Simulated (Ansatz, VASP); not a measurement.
Two plane-wave programs on GaN

```xyz
2
Lattice="0.0000 2.2384 2.2384 2.2384 0.0000 2.2384 2.2384 2.2384 0.0000" Properties=species:S:1:pos:R:3 pbc="T T T"
Ga    0.0000    0.0000    0.0000
N     1.1192    1.1192    1.1192
```

Alike in both runs: task single point; functional revPBE; dispersion D3(BJ); k mesh 10 × 10 × 10; occupations fermi-dirac, width 0.05 eV; no spin polarisation.

```csv
,VASP,Ansatz
version,VASP 6.6.1,Ansatz 0.2.0
potentials or method,"VASP PAW PBE potentials, release 64 (Ga_d, N)",Ansatz PAW
plane-wave cutoff (eV),520,420
valence electrons in the cell,18,18
```

|  | VASP | Ansatz | Ansatz less VASP |
| --- | --- | --- | --- |
| gap on the k mesh at the Fermi level (eV) | 1.89 | 1.87 | -0.025 |
| least direct gap on the mesh (eV) | 1.89 | 1.87 | -0.025 |
| pressure (GPa) | 4.3 | 4.5 | +0.23 |

VASP's potentials were made for PBE, not for revPBE.
